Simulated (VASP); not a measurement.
Runs of VASP 6.6.1 on NaCl. The structure is that of space group I4/mmm (No. 139), or close to it. The cells are those of the table. 

| cell | gap on the mesh (eV) | pressure (GPa) |
| --- | --- | --- |
| a = 3.882, b = 4.132, c = 4.013 Å, angles 56.9, 63.1, 60.0°, 2 atoms | 4.88 | 0.1 |
| a = 3.930, b = 4.080, c = 4.008 Å, angles 58.1, 61.9, 60.0°, 2 atoms | 4.87 | -0.5 |
| a = 3.955, b = 4.055, c = 4.006 Å, angles 58.8, 61.2, 60.0°, 2 atoms | 4.87 | (a) |
| a = 4.106, b = 3.906, c = 4.010 Å, angles 62.5, 57.5, 60.0°, 2 atoms | 4.88 | -0.2 |

Alike in all rows: task single point; level PBEsol; potentials or basis VASP PAW PBE potentials, release 64 (Na_pv, Cl); no spin polarisation; k mesh 8 × 8 × 8; cutoff (eV) 520; smearing gaussian 0.05 eV.

**Question.** Estimate the missing entries.

**Answer.** (a) -0.6.

Caveats: the PAW data sets were made with another functional, which shifts forces and pressure a little.

A k mesh can miss the band edges.
